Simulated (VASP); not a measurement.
# Ga (Cmce) in VASP: a series of runs

The runs below take Ga through single point, with PBE.

All numbers are computed with VASP 6.6.1; they aren't measurements. Logs are shortened: lines on timing, memory, paths and dates and some standing lists are left out, and cuts for length are marked.

### 1 The cell of the first run

The structure is orthorhombic, space group Cmce (No. 64). Conventional cell: a = 4.570 Å, b = 7.744 Å, c = 4.587 Å, α = 90.00°, β = 90.00°, γ = 90.00°. Ga (site symmetry m) has 7 Ga at 2.53 to 2.81 Å within 3.3 Å.

### 2 Single point, PBE

Contents of INCAR:

```
  PREC = Accurate
  ENCUT = 520
  EDIFF = 1E-6
  ISMEAR = 0
  SIGMA = 0.05
  LREAL = False
  LASPH = True
  NELM = 100
  ALGO = Normal
  ISIF = 2
  LWAVE = False
  LCHARG = False
  GGA = PE
  NBANDS = 34
```

Contents of KPOINTS:

```
regular mesh
0
Gamma
  12 12 10
```

Contents of POSCAR:

```
Ga
1.0
    2.2847862940     -3.8719105913      0.0000000000
    2.2847862940      3.8719105913      0.0000000000
    0.0000000000      0.0000000000      4.5870855732
Ga
4
Direct
    0.3438548422      0.6561451578      0.5822701789
    0.6561451578      0.3438548422      0.4177298211
    0.8438548422      0.1561451578      0.9177298211
    0.1561451578      0.8438548422      0.0822701789
```

Potentials or basis: VASP PAW PBE potentials, release 64 (Ga_d).

Launch:

```console
cat potpaw_PBE.64/Ga_d/POTCAR > POTCAR
mpirun -np 1 vasp_std > vasp.out
```

OUTCAR:

```text
PREC = Accurate
   ENCUT = 520
   EDIFF = 1E-6
   ISMEAR = 0
   LREAL = False
   LASPH = True
   NELM = 100
   ISIF = 2
   GGA = PE

 ion  position               nearest neighbor table
   1  0.344  0.656  0.582-   2 2.53   4 2.72   4 2.72   3 2.75   3 2.75   2 2.81   2 2.81
   2  0.656  0.344  0.418-   1 2.53   3 2.72   3 2.72   4 2.75   4 2.75   1 2.81   1 2.81
   3  0.844  0.156  0.918-   4 2.53   2 2.72   2 2.72   1 2.75   1 2.75   4 2.81   4 2.81
   4  0.156  0.844  0.082-   3 2.53   1 2.72   1 2.72   2 2.75   2 2.75   3 2.81   3 2.81

  LATTYP: Found a base centered orthorhombic cell.
 ALAT       =     4.5695725880
 B/A-ratio  =     1.6946489050
 C/A-ratio  =     1.0038325215

  Lattice vectors:

 A1 = (   2.2847862940,  -3.8719105913,   0.0000000000)
 A2 = (   2.2847862940,   3.8719105913,   0.0000000000)
 A3 = (   0.0000000000,   0.0000000000,   4.5870855732)

Analysis of symmetry for initial positions (statically):
=====================================================================
 Subroutine PRICEL returns:
 Original cell was already a primitive cell.

 Routine SETGRP: Setting up the symmetry group for a
 base centered orthorhombic supercell.

 Subroutine GETGRP returns: Found  8 space group operations
 (whereof  4 operations were pure point group operations)
 out of a pool of  8 trial point group operations.

The static configuration has the point symmetry C_2h.
 The point group associated with its full space group is D_2h.

Analysis of symmetry for dynamics (positions and initial velocities):
=====================================================================
 Subroutine PRICEL returns:
 Original cell was already a primitive cell.

 Routine SETGRP: Setting up the symmetry group for a
 base centered orthorhombic supercell.

 Subroutine GETGRP returns: Found  8 space group operations
 (whereof  4 operations were pure point group operations)
 out of a pool of  8 trial point group operations.

The dynamic configuration has the point symmetry C_2h.
 The point group associated with its full space group is D_2h.

 Subroutine INISYM returns: Found  8 space group operations
 (whereof  4 operations are pure point group operations),
 and found     1 'primitive' translations

----------------------------------------------------------------------------------------

                                     Primitive cell

  volume of cell :      81.1592

[... 86 lines left out ...]
   ISPIN  =      1    spin polarized calculation?
   LNONCOLLINEAR =      F non collinear calculations
   LSORBIT =      F    spin-orbit coupling
   LASPH  =      T    aspherical Exc in radial PAW
   ENCUT  =  520.0 eV  38.22 Ry    6.18 a.u.   8.36  8.36  8.53*2*pi/ulx,y,z
   NELM   =    100;   NELMIN=  2; NELMDL= -5     # of ELM steps
   EDIFF  = 0.1E-05   stopping-criterion for ELM
   LREAL  =      F    real-space projection
   EDIFFG = 0.1E-04   stopping-criterion for IOM
   NSW    =      0    number of steps for IOM
   IBRION =     -1    ionic relax: 0-MD 1-quasi-New 2-CG
   NFREE  =      0    steps in history (QN), initial steepest desc. (CG)
   ISIF   =      2    stress and relaxation
   ISYM   =      2    0-nonsym 1-usesym 2-fastsym
   POTIM  = 0.5000    time-step for ionic-motion
   TEBEG  =    0.0;   TEEND  =   0.0 temperature during run
   PSTRESS=    0.0 pullay stress
   NELECT =      52.0000    total number of electrons
   NUPDOWN=      -1.0000    fix difference up-down
   EMIN   =  10.00;   EMAX   =-10.00  energy-range for DOS
   EFERMI =   0.00;   METHOD = LEGACY
   ISMEAR =     0;   SIGMA  =   0.05  broadening in eV -4-tet -1-fermi 0-gaus
   EFERMI_NEDOS =   21; number of points for ismear=-14 and -15
   IALGO  =     38    algorithm
   IMIX   =      4    mixing-type and parameters
     AMIX     =   0.40;   BMIX     =  1.00
     AMIX_MAG =   1.60;   BMIX_MAG =  1.00
  volume/ion in A,a.u.               =      20.29       136.92
  Fermi-wavevector in a.u.,A,eV,Ry     =   1.411335  2.667036 27.100979  1.991866
  Thomas-Fermi vector in A             =   2.533197
   LORBIT       =      0    0 simple, 1 ext, 2 COOP (PROOUT), +10 PAW based schemes
   GGA     = PE    functional components
   LHFCALC =     F    Hartree Fock is set to
   AEXX    =    0.0000 exact exchange contribution
   IVDW    =     0    specifies the selected vdW correction
   LEPSILON=     F    determine dielectric tensor
   LRPA    =     F    only Hartree local field effects (RPA)
 non-spin polarized calculation
 Gauss-broadening in eV      SIGMA  =   0.05
  energy-cutoff  :      520.00
  volume of cell :       81.16
 maximum number of plane-waves:      2213
 NGX is ok and might be reduce to    36
   NGX = 17   NGY = 17   NGZ = 17

 number of electron      52.0000010 magnetization

 Free energy of the ion-electron system (eV)
  ---------------------------------------------------
  ext. energy  EPLUGINS =         0.00000000
  ---------------------------------------------------
  free energy    TOTEN  =       -11.63308850 eV

  energy without entropy =      -11.63189905  energy(sigma->0) =      -11.63249377

 E-fermi :   4.6922     XC(G=0): -10.4749

 val. band max:        4.6916411315   @ k =  -0.3333   0.3333   0.2000
 cond. band min:       4.6938620965   @ k =  -0.0833   0.0833   0.3000
 fundamental gap:      0.0022209650
 Fermi energy:         4.6921834403

 k-point     1 :       0.0000    0.0000    0.0000
  band No.  band energies     occupation
      1     -10.3719      2.00000
      2     -10.3640      2.00000
      3     -10.3347      2.00000
      4     -10.3201      2.00000
      5     -10.3029      2.00000
      6     -10.2803      2.00000
[... 877 lines left out ...]
     33      11.8341      0.00000
     34      12.7127      0.00000

 [... further k-points ...]
[... 5 lines left out ...]
  --------------------------------------------------------------------------------------
  -------------------------------------------------------------------------------------
  Total        0.0680721      0.0810187      0.0943416      0.0000000      0.0000000      0.0000000
  in kB        1.3438218      1.5994029      1.8624137      0.0000000      0.0000000      0.0000000
  external PRESSURE =       1.6018795 kB  Pullay stress =       0.0000000 kB

 VOLUME and BASIS-vectors are now :
 -----------------------------------------------------------------------------
  energy-cutoff  :      520.00
  volume of cell :       81.16
      direct lattice vectors                 reciprocal lattice vectors
     2.284786294 -3.871910591  0.000000000     0.218838848 -0.129135213  0.000000000
     2.284786294  3.871910591  0.000000000     0.218838848  0.129135213  0.000000000
     0.000000000  0.000000000  4.587085573     0.000000000  0.000000000  0.218003345

 POSITION                                       TOTAL-FORCE (eV/Angst)
 -----------------------------------------------------------------------------------
      2.28479      1.20916      2.67092         0.000000      0.006485      0.000826
      2.28479     -1.20916      1.91616         0.000000     -0.006485     -0.000826
      2.28479     -2.66275      4.20971         0.000000      0.006485     -0.000826
      2.28479      2.66275      0.37738         0.000000     -0.006485      0.000826
 -----------------------------------------------------------------------------------
    total drift:                                0.000000      0.000000      0.000000

  FREE ENERGIE OF THE ION-ELECTRON SYSTEM (eV)
  ---------------------------------------------------
  free  energy   TOTEN  =       -11.6330884979 eV

  energy  without entropy=      -11.6318990515  energy(sigma->0) =      -11.63249377
```

OSZICAR:

```text
N       E                     dE             d eps       ncg     rms          rms(c)
DAV:   1     0.359478743829E+03    0.35948E+03   -0.25506E+04 17836   0.286E+03
DAV:   2     0.327360330817E+02   -0.32674E+03   -0.31887E+03 18024   0.535E+02
DAV:   3    -0.103364528014E+02   -0.43072E+02   -0.42544E+02 20100   0.151E+02
DAV:   4    -0.116897114749E+02   -0.13533E+01   -0.13465E+01 20212   0.299E+01
DAV:   5    -0.117183962548E+02   -0.28685E-01   -0.28676E-01 22108   0.450E+00    0.239E+00
DAV:   6    -0.116467555796E+02    0.71641E-01   -0.18762E-01 22230   0.573E+00    0.132E+00
DAV:   7    -0.116337264531E+02    0.13029E-01   -0.54464E-02 25034   0.248E+00    0.303E-01
DAV:   8    -0.116329105816E+02    0.81587E-03   -0.12966E-02 18862   0.123E+00    0.458E-02
DAV:   9    -0.116330771854E+02   -0.16660E-03   -0.99387E-04 19292   0.315E-01    0.246E-02
DAV:  10    -0.116330875719E+02   -0.10386E-04   -0.19470E-04 21080   0.146E-01    0.504E-03
DAV:  11    -0.116330889373E+02   -0.13655E-05   -0.32911E-05 20026   0.660E-02    0.454E-03
DAV:  12    -0.116330884979E+02    0.43939E-06   -0.77542E-06 19684   0.307E-02
   1 F= -.11633088E+02 E0= -.11632494E+02  d E =-.118945E-02
```

It took 3.6 min on 1 thread of Intel Xeon 6975P-C (Granite Rapids), shared host; peak memory 0.57 GiB.

What came out:

```
Free energy            : -11.6331 eV
Pressure               : 0.2 GPa
Largest force          : 0.007 eV/Å
Band gap on the k mesh : zero (band 26 reaches 5.15 eV, above the bottom of band 27 at 3.81 eV)
```

Forces in eV/Å, atoms in the order of the input:
```
Ga   0.000  0.006  0.001
Ga   0.000 -0.006 -0.001
Ga   0.000  0.006 -0.001
Ga   0.000 -0.006  0.001
```

Levels at points of the mesh, in eV from the Fermi level:
```csv
k point,band 23,band 24,band 25,band 26,band 27,band 28,band 29,band 30
"(0.00, 0.00, 0.00)",-3.63,-1.80,-1.60,-0.63,0.92,0.97,1.17,4.90
"(0.50, 0.00, 0.00)",-3.38,-3.38,-1.26,-1.26,0.74,0.74,4.02,4.02
"(0.50, 0.50, 0.00)",-4.14,-3.09,-1.77,-1.45,1.14,1.28,3.20,3.73
"(0.00, 0.00, 0.50)",-0.30,-0.30,0.07,0.07,0.12,0.12,2.05,2.05
"(0.50, 0.00, 0.50)",-6.07,-6.07,-1.41,-1.41,0.55,0.55,6.98,6.98
"(0.50, 0.50, 0.50)",-5.20,-5.20,-1.15,-1.15,-0.88,-0.88,6.45,6.45
```

### 3 Single point, PBE

Contents of INCAR:

```
SYSTEM = Ga
PREC = Accurate ; ENCUT = 520
EDIFF = 1E-6 ; ISMEAR = 0
SIGMA = 0.05 ; LREAL = .False.
LASPH = .True. ; NELM = 100
ALGO = Normal ; ISIF = 2
LWAVE = .False. ; LCHARG = .False.
GGA = PE ; NBANDS = 34
```

Contents of KPOINTS:

```
regular mesh
0
Gamma
  12 12 10
  0 0 0
```

POSCAR is that of step 2.

Potentials or basis: VASP PAW PBE potentials, release 64 (Ga_d).

Launch:

```console
cat potpaw_PBE.64/Ga_d/POTCAR > POTCAR
mpirun -np 1 vasp_std > vasp.out
```

OUTCAR:

```text
SYSTEM = Ga
   PREC = Accurate
   ENCUT = 520
   EDIFF = 1E-6
   ISMEAR = 0
   LREAL = .False.
   LASPH = .True.
   NELM = 100
   ISIF = 2
   GGA = PE

 ion  position               nearest neighbor table
   1  0.344  0.656  0.582-   2 2.53   4 2.72   4 2.72   3 2.75   3 2.75   2 2.81   2 2.81
   2  0.656  0.344  0.418-   1 2.53   3 2.72   3 2.72   4 2.75   4 2.75   1 2.81   1 2.81
   3  0.844  0.156  0.918-   4 2.53   2 2.72   2 2.72   1 2.75   1 2.75   4 2.81   4 2.81
   4  0.156  0.844  0.082-   3 2.53   1 2.72   1 2.72   2 2.75   2 2.75   3 2.81   3 2.81

  LATTYP: Found a base centered orthorhombic cell.
 ALAT       =     4.5695725880
 B/A-ratio  =     1.6946489050
 C/A-ratio  =     1.0038325215

  Lattice vectors:

 A1 = (   2.2847862940,  -3.8719105913,   0.0000000000)
 A2 = (   2.2847862940,   3.8719105913,   0.0000000000)
 A3 = (   0.0000000000,   0.0000000000,   4.5870855732)

Analysis of symmetry for initial positions (statically):
=====================================================================
 Subroutine PRICEL returns:
 Original cell was already a primitive cell.

 Routine SETGRP: Setting up the symmetry group for a
 base centered orthorhombic supercell.

 Subroutine GETGRP returns: Found  8 space group operations
 (whereof  4 operations were pure point group operations)
 out of a pool of  8 trial point group operations.

The static configuration has the point symmetry C_2h.
 The point group associated with its full space group is D_2h.

Analysis of symmetry for dynamics (positions and initial velocities):
=====================================================================
 Subroutine PRICEL returns:
 Original cell was already a primitive cell.

 Routine SETGRP: Setting up the symmetry group for a
 base centered orthorhombic supercell.

 Subroutine GETGRP returns: Found  8 space group operations
 (whereof  4 operations were pure point group operations)
 out of a pool of  8 trial point group operations.

The dynamic configuration has the point symmetry C_2h.
[... 119 lines left out ...]
   ISMEAR =     0;   SIGMA  =   0.05  broadening in eV -4-tet -1-fermi 0-gaus
   EFERMI_NEDOS =   21; number of points for ismear=-14 and -15
   IALGO  =     38    algorithm
   IMIX   =      4    mixing-type and parameters
     AMIX     =   0.40;   BMIX     =  1.00
     AMIX_MAG =   1.60;   BMIX_MAG =  1.00
  volume/ion in A,a.u.               =      20.29       136.92
  Fermi-wavevector in a.u.,A,eV,Ry     =   1.411335  2.667036 27.100979  1.991866
  Thomas-Fermi vector in A             =   2.533197
   LORBIT       =      0    0 simple, 1 ext, 2 COOP (PROOUT), +10 PAW based schemes
   GGA     = PE    functional components
   LHFCALC =     F    Hartree Fock is set to
   AEXX    =    0.0000 exact exchange contribution
   IVDW    =     0    specifies the selected vdW correction
   LEPSILON=     F    determine dielectric tensor
   LRPA    =     F    only Hartree local field effects (RPA)
 non-spin polarized calculation
 Gauss-broadening in eV      SIGMA  =   0.05
  energy-cutoff  :      520.00
  volume of cell :       81.16
 maximum number of plane-waves:      2213
 NGX is ok and might be reduce to    36
   NGX = 17   NGY = 17   NGZ = 17

 number of electron      52.0000010 magnetization

 Free energy of the ion-electron system (eV)
  ---------------------------------------------------
  ext. energy  EPLUGINS =         0.00000000
  ---------------------------------------------------
  free energy    TOTEN  =       -11.63308850 eV

  energy without entropy =      -11.63189905  energy(sigma->0) =      -11.63249377

 E-fermi :   4.6922     XC(G=0): -10.4749

 val. band max:        4.6916411315   @ k =  -0.3333   0.3333   0.2000
 cond. band min:       4.6938620965   @ k =  -0.0833   0.0833   0.3000
 fundamental gap:      0.0022209650
 Fermi energy:         4.6921834403

 k-point     1 :       0.0000    0.0000    0.0000
  band No.  band energies     occupation
      1     -10.3719      2.00000
      2     -10.3640      2.00000
      3     -10.3347      2.00000
      4     -10.3201      2.00000
      5     -10.3029      2.00000
      6     -10.2803      2.00000
[... 877 lines left out ...]
     33      11.8341      0.00000
     34      12.7127      0.00000

 [... further k-points ...]
[... 5 lines left out ...]
  --------------------------------------------------------------------------------------
  -------------------------------------------------------------------------------------
  Total        0.0680721      0.0810187      0.0943416      0.0000000      0.0000000      0.0000000
  in kB        1.3438218      1.5994029      1.8624137      0.0000000      0.0000000      0.0000000
  external PRESSURE =       1.6018795 kB  Pullay stress =       0.0000000 kB

 VOLUME and BASIS-vectors are now :
 -----------------------------------------------------------------------------
  energy-cutoff  :      520.00
  volume of cell :       81.16
      direct lattice vectors                 reciprocal lattice vectors
     2.284786294 -3.871910591  0.000000000     0.218838848 -0.129135213  0.000000000
     2.284786294  3.871910591  0.000000000     0.218838848  0.129135213  0.000000000
     0.000000000  0.000000000  4.587085573     0.000000000  0.000000000  0.218003345

 POSITION                                       TOTAL-FORCE (eV/Angst)
 -----------------------------------------------------------------------------------
      2.28479      1.20916      2.67092         0.000000      0.006485      0.000826
      2.28479     -1.20916      1.91616         0.000000     -0.006485     -0.000826
      2.28479     -2.66275      4.20971         0.000000      0.006485     -0.000826
      2.28479      2.66275      0.37738         0.000000     -0.006485      0.000826
 -----------------------------------------------------------------------------------
    total drift:                                0.000000      0.000000      0.000000

  FREE ENERGIE OF THE ION-ELECTRON SYSTEM (eV)
  ---------------------------------------------------
  free  energy   TOTEN  =       -11.6330884979 eV

  energy  without entropy=      -11.6318990515  energy(sigma->0) =      -11.63249377
```

OSZICAR:

```text
N       E                     dE             d eps       ncg     rms          rms(c)
DAV:   1     0.359478743829E+03    0.35948E+03   -0.25506E+04 17836   0.286E+03
DAV:   2     0.327360330817E+02   -0.32674E+03   -0.31887E+03 18024   0.535E+02
DAV:   3    -0.103364528014E+02   -0.43072E+02   -0.42544E+02 20100   0.151E+02
DAV:   4    -0.116897114749E+02   -0.13533E+01   -0.13465E+01 20212   0.299E+01
DAV:   5    -0.117183962548E+02   -0.28685E-01   -0.28676E-01 22108   0.450E+00    0.239E+00
DAV:   6    -0.116467555796E+02    0.71641E-01   -0.18762E-01 22230   0.573E+00    0.132E+00
DAV:   7    -0.116337264531E+02    0.13029E-01   -0.54464E-02 25034   0.248E+00    0.303E-01
DAV:   8    -0.116329105816E+02    0.81587E-03   -0.12966E-02 18862   0.123E+00    0.458E-02
DAV:   9    -0.116330771854E+02   -0.16660E-03   -0.99387E-04 19292   0.315E-01    0.246E-02
DAV:  10    -0.116330875719E+02   -0.10386E-04   -0.19470E-04 21080   0.146E-01    0.504E-03
DAV:  11    -0.116330889373E+02   -0.13655E-05   -0.32911E-05 20026   0.660E-02    0.454E-03
DAV:  12    -0.116330884979E+02    0.43939E-06   -0.77542E-06 19684   0.307E-02
   1 F= -.11633088E+02 E0= -.11632494E+02  d E =-.118945E-02
```

stdout:

```text
POSCAR found type information on POSCAR Ga
 POSCAR found :  1 types and       4 ions
 scaLAPACK will be used
 LDA part: xc-table for (Slater+PW92), standard interpolation
 POSCAR, INCAR and KPOINTS ok, starting setup
 FFT: planning ... GRIDC
 FFT: planning ... GRID_SOFT
 FFT: planning ... GRID
 WAVECAR not read
 entering main loop
```

Run time: 3.9 min. Hardware: 1 thread of Intel Xeon 6975P-C (Granite Rapids), shared host; peak memory 0.57 GiB.

What came out:

* Free energy: -11.6331 eV
* Pressure: 0.2 GPa
* Largest force: 0.007 eV/Å
* Band gap on the k mesh: zero (band 26 reaches 5.15 eV, above the bottom of band 27 at 3.81 eV)

Forces in eV/Å, atoms in the order of the input:
```
Ga   0.000  0.006  0.001
Ga   0.000 -0.006 -0.001
Ga   0.000  0.006 -0.001
Ga   0.000 -0.006  0.001
```

Levels at points of the mesh, in eV from the Fermi level:
```csv
k point,band 22,band 23,band 24,band 25,band 26,band 27,band 28,band 29,band 30,band 31
"(0.00, 0.00, 0.00)",-4.20,-3.63,-1.80,-1.60,-0.63,0.92,0.97,1.17,4.90,5.25
"(0.50, 0.00, 0.00)",-8.36,-3.38,-3.38,-1.26,-1.26,0.74,0.74,4.02,4.02,5.23
"(0.50, 0.50, 0.00)",-7.02,-4.14,-3.09,-1.77,-1.45,1.14,1.28,3.20,3.73,4.22
"(0.00, 0.00, 0.50)",-8.96,-0.30,-0.30,0.07,0.07,0.12,0.12,2.05,2.05,3.92
"(0.50, 0.00, 0.50)",-7.01,-6.07,-6.07,-1.41,-1.41,0.55,0.55,6.98,6.98,7.56
"(0.50, 0.50, 0.50)",-7.39,-5.20,-5.20,-1.15,-1.15,-0.88,-0.88,6.45,6.45,7.66
```
